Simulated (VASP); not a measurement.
Runs of VASP 6.6.1 on ZrSi6. The structure is that of space group Pm-3m (No. 221), or close to it. The cells are those of the table. 

```csv
task,cell,k mesh,cutoff (eV),gap on the mesh (eV),pressure (GPa),relaxed volume (Å³/atom),largest force (eV/Å)
single point,"a = 5.659 Å, 7 atoms",4 × 4 × 4,520,none,0.0,-,0.01
single point,"a = 5.712 Å, 7 atoms",8 × 8 × 8,520,none,-0.1,-,-
relaxation of cell and atoms,"relaxed from a = 5.659 Å, 7 atoms",8 × 8 × 8,600,none,0.0,(a),-
single point,"a = 4.753 Å, 7 atoms",4 × 4 × 4,520,none,88.1,-,11.69
relaxation of cell and atoms,"relaxed from a = 4.753 Å, 7 atoms",4 × 4 × 4,600,none,-0.1,(b),0.03
```

Alike in all rows: level PBE; potentials or basis VASP PAW PBE potentials, release 64 (Zr_sv, Si); no spin polarisation; smearing gaussian 0.1 eV.

**Question.** Estimate the missing entries.

**Answer.** (a) 26.58; (b) 25.93.

Caveats: forces of over 1 eV/Å act on the atoms, so gaps and moduli don't describe the material at rest (some runs); the volume moved by over 15 % at a fixed basis, so the end points are rough (some runs).

A k mesh can miss the band edges, and the runs leave out spin-orbit coupling on Zr.

A gap of «none» marks levels without a gap at the run's occupations.
